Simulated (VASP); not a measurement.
# CO4 in VASP: single point with PBE+D3(BJ)

Aim: the single point of CO4 with PBE+D3(BJ).

All numbers are computed with VASP 6.6.1; they aren't measurements. Logs are shortened: lines on timing, memory, paths and dates and some standing lists are left out, and cuts for length are marked.

### Step 1. The cell of the first run

The cell holds a disordered packing, 15 atoms: a = 7.198 Å, b = 7.198 Å, c = 7.198 Å, α = 90.00°, β = 90.00°, γ = 90.00°.

### Step 2. Single point, PBE+D3(BJ), collinear spin

The input, INCAR:

```
ALGO = Normal
EDIFF = 1E-6
ENCUT = 1000
GGA = PE
GGA_COMPAT = False
ISIF = 2
ISMEAR = -1
ISPIN = 2
IVDW = 12
LASPH = True
LCHARG = False
LORBIT = 11
LREAL = Auto
LWAVE = False
MAGMOM = 1 1 1 1 1 1 0 0 0 0 0 0 0 0 0
NBANDS = 59
NELM = 200
PREC = Accurate
SIGMA = 0.02
```

The input, KPOINTS:

```
k-points
0
Gamma
  1 1 1
```

The input, POSCAR:

```
CO4
1.0
    7.1977620000      0.0000000000      0.0000000000
    0.0000000000      7.1977620000      0.0000000000
    0.0000000000      0.0000000000      7.1977620000
O C
12 3
Direct
    0.3518493973      0.5648165834      0.4847259616
    0.3426021115      0.5001125844      0.3283449733
   -0.1140309381      0.7257911337      0.5983715247
   -0.1101095871      0.6518093989      0.4459720357
    0.6592925013      0.0776683432      0.3370336931
    0.6926472297      0.2138051924      0.2423297405
    0.8727328186      0.0910472575      0.8714592455
    0.6831187793      0.3089540738      0.7219585981
    0.4934021268      0.6593991406      0.9463882294
    0.2236871275      0.4860751661      0.8910739322
    0.1520136088      0.1318253286      0.5366838647
    0.3306116643      0.0397299698      0.7933311620
    0.7779415925      0.1999241147      0.7968572238
    0.3587330110      0.5727161754      0.9189867805
    0.2410422565      0.0860297375      0.6653335350
```

Potentials or basis: VASP PAW PBE potentials, release 64 (O_h, C_h).

The run is started by

```console
$ cat potpaw_PBE.64/O_h/POTCAR potpaw_PBE.64/C_h/POTCAR > POTCAR
$ mpirun -np 1 vasp_gam > vasp.out
```

OUTCAR:

```text
EDIFF = 1E-6
   ENCUT = 1000
   GGA = PE
   ISIF = 2
   ISMEAR = -1
   ISPIN = 2
   IVDW = 12
   LASPH = True
   LORBIT = 11
   LREAL = Auto
   NELM = 200
   PREC = Accurate
 IVDW          = 12

 ion  position               nearest neighbor table
   1  0.352  0.565  0.485-   2 1.22
   2  0.343  0.500  0.328-   1 1.22
   3  0.886  0.726  0.598-   4 1.22
   4  0.890  0.652  0.446-   3 1.22
   5  0.659  0.078  0.337-   6 1.22
   6  0.693  0.214  0.242-   5 1.22
   7  0.873  0.091  0.871-  13 1.17
   8  0.683  0.309  0.722-  13 1.17
   9  0.493  0.659  0.946-  14 1.17
  10  0.224  0.486  0.891-  14 1.17
  11  0.152  0.132  0.537-  15 1.17
  12  0.331  0.040  0.793-  15 1.17
  13  0.778  0.200  0.797-   7 1.17   8 1.17
  14  0.359  0.573  0.919-   9 1.17  10 1.17
  15  0.241  0.086  0.665-  12 1.17  11 1.17

  LATTYP: Found a simple cubic cell.
 ALAT       =     7.1977620000

  Lattice vectors:

 A1 = (   7.1977620000,   0.0000000000,   0.0000000000)
 A2 = (   0.0000000000,   7.1977620000,   0.0000000000)
 A3 = (   0.0000000000,   0.0000000000,   7.1977620000)

Analysis of symmetry for initial positions (statically):
=====================================================================
 Subroutine PRICEL returns:
 Original cell was already a primitive cell.

 Routine SETGRP: Setting up the symmetry group for a
 simple cubic supercell.

 Subroutine GETGRP returns: Found  1 space group operations
 (whereof  1 operations were pure point group operations)
 out of a pool of 48 trial point group operations.

The static configuration has the point symmetry C_1 .

Analysis of symmetry for dynamics (positions and initial velocities):
=====================================================================
 Subroutine PRICEL returns:
 Original cell was already a primitive cell.

 Routine SETGRP: Setting up the symmetry group for a
 simple cubic supercell.

 Subroutine GETGRP returns: Found  1 space group operations
 (whereof  1 operations were pure point group operations)
 out of a pool of 48 trial point group operations.

The dynamic configuration has the point symmetry C_1 .

Analysis of structural, dynamic, and magnetic symmetry:
=====================================================================
 Subroutine PRICEL returns:
 Original cell was already a primitive cell.

 Routine SETGRP: Setting up the symmetry group for a
 simple cubic supercell.

 Subroutine GETGRP returns: Found  1 space group operations
 (whereof  1 operations were pure point group operations)
 out of a pool of 48 trial point group operations.

The overall configuration has the point symmetry C_1 .

 Subroutine INISYM returns: Found  1 space group operations
 (whereof  1 operations are pure point group operations),
 and found     1 'primitive' translations

----------------------------------------------------------------------------------------

                                     Primitive cell

  volume of cell :     372.9001

  direct lattice vectors                    reciprocal lattice vectors
     7.197762000  0.000000000  0.000000000     0.138932074  0.000000000  0.000000000
     0.000000000  7.197762000  0.000000000     0.000000000  0.138932074  0.000000000
     0.000000000  0.000000000  7.197762000     0.000000000  0.000000000  0.138932074

  length of vectors
     7.197762000  7.197762000  7.197762000     0.138932074  0.138932074  0.138932074

  position of ions in fractional coordinates (direct lattice)
     0.351849397  0.564816583  0.484725962
     0.342602111  0.500112584  0.328344973
     0.885969062  0.725791134  0.598371525
     0.889890413  0.651809399  0.445972036
     0.659292501  0.077668343  0.337033693
     0.692647230  0.213805192  0.242329740
     0.872732819  0.091047258  0.871459245
[... 68 lines left out ...]
   ISPIN  =      2    spin polarized calculation?
   LNONCOLLINEAR =      F non collinear calculations
   LSORBIT =      F    spin-orbit coupling
   LASPH  =      T    aspherical Exc in radial PAW
   ENCUT  = 1000.0 eV  73.50 Ry    8.57 a.u.  18.56 18.56 18.56*2*pi/ulx,y,z
   NELM   =    200;   NELMIN=  2; NELMDL= -5     # of ELM steps
   EDIFF  = 0.1E-05   stopping-criterion for ELM
   LREAL  =      T    real-space projection
   EDIFFG = 0.1E-04   stopping-criterion for IOM
   NSW    =      0    number of steps for IOM
[... 5 lines left out ...]
   TEBEG  =    0.0;   TEEND  =   0.0 temperature during run
   PSTRESS=    0.0 pullay stress
   NELECT =      84.0000    total number of electrons
   NUPDOWN=      -1.0000    fix difference up-down
   EMIN   =  10.00;   EMAX   =-10.00  energy-range for DOS
   EFERMI =   0.00;   METHOD = LEGACY
   ISMEAR =    -1;   SIGMA  =   0.02  broadening in eV -4-tet -1-fermi 0-gaus
   EFERMI_NEDOS =   21; number of points for ismear=-14 and -15
   IALGO  =     38    algorithm
   IMIX   =      4    mixing-type and parameters
     AMIX     =   0.40;   BMIX     =  1.00
     AMIX_MAG =   1.60;   BMIX_MAG =  1.00
  volume/ion in A,a.u.               =      24.86       167.76
  Fermi-wavevector in a.u.,A,eV,Ry     =   0.996102  1.882360 13.499960  0.992219
  Thomas-Fermi vector in A             =   2.128167
   LORBIT       =     11    0 simple, 1 ext, 2 COOP (PROOUT), +10 PAW based schemes
   GGA     = PE    functional components
   LHFCALC =     F    Hartree Fock is set to
   AEXX    =    0.0000 exact exchange contribution
   IVDW    =    12    specifies the selected vdW correction
   LEPSILON=     F    determine dielectric tensor
   LRPA    =     F    only Hartree local field effects (RPA)
 spin polarized calculation
  energy-cutoff  :     1000.00
  volume of cell :      372.90
 maximum number of plane-waves:     13433
 NGX is ok and might be reduce to    80
   NGX = 37   NGY = 37   NGZ = 37

 number of electron      83.9999997 magnetization       6.0000001

 Free energy of the ion-electron system (eV)
  ---------------------------------------------------
  ext. energy  EPLUGINS =         0.00000000
  ---------------------------------------------------
  free energy    TOTEN  =      -100.04006852 eV

  energy without entropy =     -100.04006852  energy(sigma->0) =     -100.04006852

 E-fermi :  -2.9988     XC(G=0):  -5.8013

 val. band max:       -3.5661988418   @ k =   0.0000   0.0000   0.0000
 cond. band min:      -1.5744368250   @ k =   0.0000   0.0000   0.0000
 fundamental gap:      1.9917620168
 Fermi energy:        -2.9988099853

 spin component 1

 k-point     1 :       0.0000    0.0000    0.0000
  band No.  band energies     occupation
      1     -29.6127      1.00000
      2     -29.5309      1.00000
      3     -29.3765      1.00000
      4     -25.8810      1.00000
      5     -25.7983      1.00000
      6     -25.7576      1.00000
[... 46 lines left out ...]
     53       3.7934      0.00000
     54       3.9120      0.00000
 Fermi energy:        -2.9988099853

 spin component 2

 k-point     1 :       0.0000    0.0000    0.0000
  band No.  band energies     occupation
      1     -28.4259      1.00000
      2     -28.3465      1.00000
      3     -28.1887      1.00000
      4     -25.8792      1.00000
      5     -25.7971      1.00000
      6     -25.7540      1.00000
[... 46 lines left out ...]
     53       3.9252      0.00000
     54       4.0011      0.00000
 [bands above 54 left out]

------------------------ aborting loop because EDIFF is reached ----------------------------------------

 Edisp (eV)   -0.53085

 E8    (eV) :    -0.1290

  FORCE on cell =-STRESS in cart. coord.  units (eV):
  Direction    XX          YY          ZZ          XY          YZ          ZX
  --------------------------------------------------------------------------------------
  -------------------------------------------------------------------------------------
  Total      -0.77789    -0.56366    -0.88878    -0.05031     0.01965    -0.48314
  in kB      -3.34223    -2.42177    -3.81866    -0.21615     0.08443    -2.07583
  external pressure =       -3.19 kB  Pullay stress =        0.00 kB

 VOLUME and BASIS-vectors are now :
 -----------------------------------------------------------------------------
  energy-cutoff  :     1000.00
  volume of cell :      372.90
      direct lattice vectors                 reciprocal lattice vectors
     7.197762000  0.000000000  0.000000000     0.138932074  0.000000000  0.000000000
     0.000000000  7.197762000  0.000000000     0.000000000  0.138932074  0.000000000
     0.000000000  0.000000000  7.197762000     0.000000000  0.000000000  0.138932074

 POSITION                                       TOTAL-FORCE (eV/Angst)
 -----------------------------------------------------------------------------------
      2.53253      4.06542      3.48894         0.005536     -0.039003     -0.126631
      2.46597      3.59969      2.36335        -0.004789      0.055457      0.131671
      6.37699      5.22407      4.30694         0.004967     -0.018200     -0.051791
      6.40522      4.69157      3.21000        -0.007721      0.015320      0.050774
      4.74543      0.55904      2.42589        -0.002929     -0.017118      0.019979
      4.98551      1.53892      1.74423        -0.007090      0.017977      0.000725
      6.28172      0.65534      6.27256        -0.017589      0.008414     -0.004050
      4.91693      2.22378      5.19649         0.036110     -0.067152      0.044759
      3.55139      4.74620      6.81188        -0.045399     -0.036850      0.003034
      1.61005      3.49865      6.41374         0.041572      0.016440      0.005813
      1.09416      0.94885      3.86292         0.149199     -0.052926      0.201296
      2.37966      0.28597      5.71021        -0.156977      0.065034     -0.263282
      5.59944      1.43901      5.73559        -0.043396      0.053642     -0.043822
      2.58207      4.12227      6.61465         0.019389      0.006475     -0.018065
      1.73496      0.61922      4.78891         0.029118     -0.007511      0.049588
 -----------------------------------------------------------------------------------
    total drift:                               -0.000848     -0.002894      0.000504

  FREE ENERGIE OF THE ION-ELECTRON SYSTEM (eV)
  ---------------------------------------------------
  free  energy   TOTEN  =      -100.5709200042 eV

  energy  without entropy=     -100.5709200042  energy(sigma->0) =     -100.57092000

 total charge

# of ion       s       p       d       tot
------------------------------------------
    1        1.089   2.218   0.000   3.307
    2        1.090   2.216   0.000   3.306
    3        1.090   2.216   0.000   3.306
    4        1.090   2.217   0.000   3.306
    5        1.089   2.219   0.000   3.308
    6        1.089   2.219   0.000   3.308
    7        1.066   2.348   0.000   3.414
    8        1.065   2.348   0.000   3.414
    9        1.067   2.345   0.000   3.412
   10        1.065   2.348   0.000   3.413
   11        1.066   2.345   0.000   3.411
   12        1.066   2.345   0.000   3.411
   13        0.493   1.043   0.000   1.536
   14        0.493   1.043   0.000   1.536
   15        0.492   1.039   0.000   1.531
--------------------------------------------------
tot         14.410  30.507   0.000  44.917

 magnetization (x)

# of ion       s       p       d       tot
------------------------------------------
    1        0.013   0.604   0.000   0.618
    2        0.014   0.608   0.000   0.622
    3        0.013   0.606   0.000   0.620
    4        0.014   0.607   0.000   0.621
    5        0.013   0.604   0.000   0.618
    6        0.014   0.608   0.000   0.621
    7        0.000   0.001   0.000   0.001
    8        0.000   0.000   0.000   0.000
    9        0.000   0.003   0.000   0.003
   10        0.000   0.001   0.000   0.001
   11        0.000   0.000   0.000   0.000
   12        0.000   0.000   0.000   0.000
   13        0.000   0.000   0.000   0.000
   14       -0.000  -0.000   0.000  -0.000
   15        0.000   0.000   0.000   0.000
--------------------------------------------------
tot          0.082   3.644   0.000   3.725
```

Run time: 2.1 min. Hardware: 1 thread of Intel Xeon 6975P-C (Granite Rapids), shared host; peak memory 1.3 GiB.

Results:

```yaml
Free_energy: -100.5709 eV
Pressure: -0.3 GPa
Largest_force: 0.313 eV/Å
Net_moment: 6.00 μB per cell
Site_moments: O +0.62, +0.00 (each value once); C +0.00, -0.00 (each value once) μB
Valence_electrons_inside_the_program's_atomic_spheres: O 3.31, 3.41 (each value once); C 1.54, 1.53 (each value once)
Dispersion_energy_per_atom: -0.035 eV
```

Forces on the atoms (eV/Å):
```
O    0.006 -0.039 -0.127
O   -0.005  0.055  0.132
O    0.005 -0.018 -0.052
O   -0.008  0.015  0.051
O   -0.003 -0.017  0.020
O   -0.007  0.018  0.001
O   -0.018  0.008 -0.004
O    0.036 -0.067  0.045
O   -0.045 -0.037  0.003
O    0.042  0.016  0.006
O    0.149 -0.053  0.201
O   -0.157  0.065 -0.263
C   -0.043  0.054 -0.044
C    0.019  0.006 -0.018
C    0.029 -0.008  0.050
```

Caveat: the k points lie up to 0.87 Å⁻¹ apart, too coarse for converged energies, forces and pressures.
